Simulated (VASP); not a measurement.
Here is a VASP 6.6.1 calculation.

Contents of INCAR:

```
SYSTEM = SiC
PREC = Accurate ; ENCUT = 600
EDIFF = 1E-6 ; ISMEAR = 0
SIGMA = 0.01 ; LREAL = .False.
LASPH = .True. ; NELM = 60
ALGO = Normal ; ISIF = 3
LWAVE = .False. ; LCHARG = .False.
GGA = PS ; IBRION = 2
NSW = 100 ; EDIFFG = -0.002
PSTRESS = 100.0
```

KPOINTS

```
Automatic mesh
0
Gamma
  10 10 10
  0 0 0
```

The input POSCAR:

```
SiC
1.0
    0.0000000000      2.1784126226      2.1784126226
    2.1784126226      0.0000000000      2.1784126226
    2.1784126226      2.1784126226      0.0000000000
Si C
1 1
Direct
    0.0000000000      0.0000000000      0.0000000000
    0.7500000000      0.7500000000      0.7500000000
```

Potentials or basis: VASP PAW PBE potentials, release 64 (Si, C).

The run is started by

```sh
$ cat potpaw_PBE.64/Si/POTCAR potpaw_PBE.64/C/POTCAR > POTCAR
$ mpirun -np 1 vasp_std > vasp.out
```

(1) Estimate the band gap on the k mesh.

(2) Predict the space group after relaxing (to 0.05 Å).

(3) What does it give for the relaxed volume?

## Answers

(1) 1.20 eV, indirect (least direct gap 4.49 eV).

(2) F-43m (No. 216).

(3) 9.92 Å³/atom.

Caveat: the cell is relaxed towards a set pressure, so the enthalpy falls and the energy may rise; the PAW data sets were made with another functional, which shifts forces and pressure a little.
